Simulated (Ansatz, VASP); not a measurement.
## One calculation of MoS3, two programs

The input INCAR:

```
PREC = Accurate
ENCUT = 600
EDIFF = 1E-7
ISMEAR = 0
SIGMA = 0.1
LREAL = False
LASPH = True
NELM = 60
ALGO = Normal
ISIF = 3
LWAVE = False
LCHARG = False
GGA = PE
IBRION = 2
NSW = 90
EDIFFG = -0.04
```

The input KPOINTS:

```
regular mesh
0
Gamma
  3 3 6
```

File POSCAR:

```
MoS3
1.0
    6.2690322611      0.0000000000      0.0000000000
   -3.1345161305      5.4291411952      0.0000000000
    0.0000000000      0.0000000000      2.9080142747
Mo S
1 3
Direct
    0.0000000000      0.0000000000      0.0000000000
    0.7012667330      0.0000000000      0.5000000000
    0.0000000000      0.7012667330      0.5000000000
    0.2987332670      0.2987332670      0.5000000000
```

Input for Ansatz:

```yaml
crystal:
  lattice:
    - [6.2690322611, 0.0, 0.0]
    - [-3.1345161305, 5.4291411952, 0.0]
    - [0.0, 0.0, 2.9080142747]
  atoms:
    - { symbol: Mo, position: [0.0, 0.0, 0.0] }
    - { symbol: S, position: [0.701266733, 0.0, 0.5] }
    - { symbol: S, position: [0.0, 0.701266733, 0.5] }
    - { symbol: S, position: [0.298733267, 0.298733267, 0.5] }
basis:
  ecutwfc: 420
kpoints:
  mp_grid: { grid: [3, 3, 6] }
hamiltonian:
  xc: pbe
scf:
  occupations: { method: gaussian, width: 0.1 }
  lower_state_search: "off"
output:
  forces: true
  stress: true
  eigenvalues: true
relax:
  adjacent_minimum: "off"
  f_tol: 0.04
  max_steps: 70
  cell: { stress_tol: 0.4 }
```

Alike in both runs: task relaxation of cell and atoms; functional PBE; k mesh 3 × 3 × 6; occupations gaussian, width 0.1 eV; no spin polarisation.

|  | VASP | Ansatz |
| --- | --- | --- |
| version | VASP 6.6.1 | Ansatz 0.2.0 |
| potentials or method | VASP PAW PBE potentials, release 64 (Mo_sv, S), cutoff 600 eV | scalar-relativistic, plane waves, PAW |
| valence electrons in the cell | 32 | 32 |

```csv
,VASP,Ansatz,Ansatz less VASP
"gap on the k mesh at the Fermi level, each at its own relaxed structure (eV)",none,none,-
relaxed volume (Å³/atom),26.55,28.23,+1.685
relaxed length of the cell vector where the two differ most in proportion (Å),6.508,6.712,+0.2034
```

A gap of «none» marks a metal or a gap that the smearing closes. One of these differences is far larger than is usual between the two programs; its cause wasn't traced.

The k mesh is coarse, so the values compare programs but aren't converged.
